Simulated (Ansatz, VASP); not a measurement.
Ti3Al in VASP and in Ansatz

File INCAR:

```
SYSTEM = Ti3Al
PREC = Accurate
ENCUT = 520
EDIFF = 1E-7
ISMEAR = 0
SIGMA = 0.15
LREAL = .FALSE.
LASPH = .TRUE.
NELM = 100
ALGO = Fast
ISIF = 2
LWAVE = .FALSE.
LCHARG = .FALSE.
GGA = PS
NBANDS = 28
```

Contents of KPOINTS:

```
Automatic mesh
0
G
  18 18 6
  0 0 0
```

POSCAR

```
Ti3Al
1.0
    2.9706963103      0.0000000000      0.0000000000
   -1.4853481551      2.5726984717      0.0000000000
    0.0000000000      0.0000000000      9.3757369886
Ti Al
3 1
Direct
    0.6666666667      0.3333333333      0.0000000000
    0.3333333333      0.6666666667      0.7511732072
    0.3333333333      0.6666666667      0.2488267928
    0.6666666667      0.3333333333      0.5000000000
```

Input for Ansatz:

```yaml
crystal:
  lattice:
    - [2.9706963103, 0.0, 0.0]
    - [-1.4853481551, 2.5726984717, 0.0]
    - [0.0, 0.0, 9.3757369886]
  atoms:
    - { symbol: Ti, position: [0.6666666667, 0.3333333333, 0.0] }
    - { symbol: Ti, position: [0.3333333333, 0.6666666667, 0.7511732072] }
    - { symbol: Ti, position: [0.3333333333, 0.6666666667, 0.2488267928] }
    - { symbol: Al, position: [0.6666666667, 0.3333333333, 0.5] }
basis:
  ecutwfc: 520.0
kpoints:
  mp_grid: { grid: [18, 18, 6] }
hamiltonian:
  xc: pbesol
  pseudopotentials: { kind: paw, azcp: { folder: soft_1 } }
scf:
  occupations: { method: gaussian, width: 0.15 }
output:
  forces: true
  stress: true
  eigenvalues: true
```

Alike in both runs: task single point; functional PBEsol; k mesh 18 × 18 × 6; occupations gaussian, width 0.15 eV; no spin polarisation.

|  | VASP | Ansatz |
| --- | --- | --- |
| version | VASP 6.6.1 | Ansatz 0.2.0 |
| potentials or method | VASP PAW PBE potentials, release 64 (Ti_sv, Al), cutoff 520 eV | scalar-relativistic, plane waves, PAW |
| valence electrons in the cell | 39 | 39 |

Ansatz gave:

| Item | Value |
| --- | --- |
| gap on the k mesh at the Fermi level (eV) | none |
| pressure (GPa) | -7.8 |
| traceless stress, the component that is largest in VASP (GPa) | -0.45 |
| rms of the force components (eV/Å) | 0.020 |

Task: What did VASP give for the same quantities?

Result: gap on the k mesh at the Fermi level (eV): none; pressure (GPa): -7.8; traceless stress, the component that is largest in VASP (GPa): -0.42; rms of the force components (eV/Å): 0.024.

VASP's potentials were made for PBE, not for PBEsol, and Ansatz warns of the same on its side. Atom by atom the forces differ by 0.003 eV/Å (rms over components). A gap of «none» marks a metal or a gap that the smearing closes.
